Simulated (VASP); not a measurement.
Set up this calculation in VASP 6.6.1, as the native input.

```
Task                   : single point
Functional             : PBE
Potentials or basis    : VASP PAW PBE potentials, release 64 (Co)
Cutoff                 : 520 eV
k mesh                 : 20 × 20 × 20
Occupations            : gaussian, width 0.1 eV
Spin                   : collinear spin, ferromagnetic start
Starting moments       : [1.94] μB
Dipole correction      : no
Further INCAR settings : ALGO = Normal; EDIFF = 1e-06; NBANDS = 14
```

The structure of Co lies in POSCAR:

```
Co
1.0
    0.0000000000      1.7601088847      1.7601088847
    1.7601088847      0.0000000000      1.7601088847
    1.7601088847      1.7601088847      0.0000000000
Co
1
Direct
    0.0000000000      0.0000000000      0.0000000000
```

These files were run (other wordings do the same):

INCAR

```
SYSTEM = Co
  PREC = Accurate
  ENCUT = 520
  EDIFF = 1E-6
  ISMEAR = 0
  SIGMA = 0.1
  LREAL = .FALSE.
  LASPH = .TRUE.
  NELM = 150
  ALGO = Normal
  ISIF = 2
  LWAVE = .FALSE.
  LCHARG = .FALSE.
  ISPIN = 2
  MAGMOM = 1.94
  LORBIT = 11
  LMAXMIX = 4
  GGA = PE
  NBANDS = 14
```

KPOINTS

```
regular mesh
0
G
  20 20 20
  0 0 0
```

Potentials or basis: VASP PAW PBE potentials, release 64 (Co).

The run is started by

```sh
$ cat potpaw_PBE.64/Co/POTCAR > POTCAR
$ mpirun -np 1 vasp_std > vasp.out
```

It gave:

* Pressure: -0.7 GPa
* Net moment: 1.64 μB per cell
* Site moments: Co +1.65 μB
* Valence electrons inside the program's atomic spheres: Co 8.26

Run time: 34 s on 1 thread of Intel(R) Xeon(R) 6975P-C (Granite Rapids), on a shared host, peak memory 0.17 GiB.
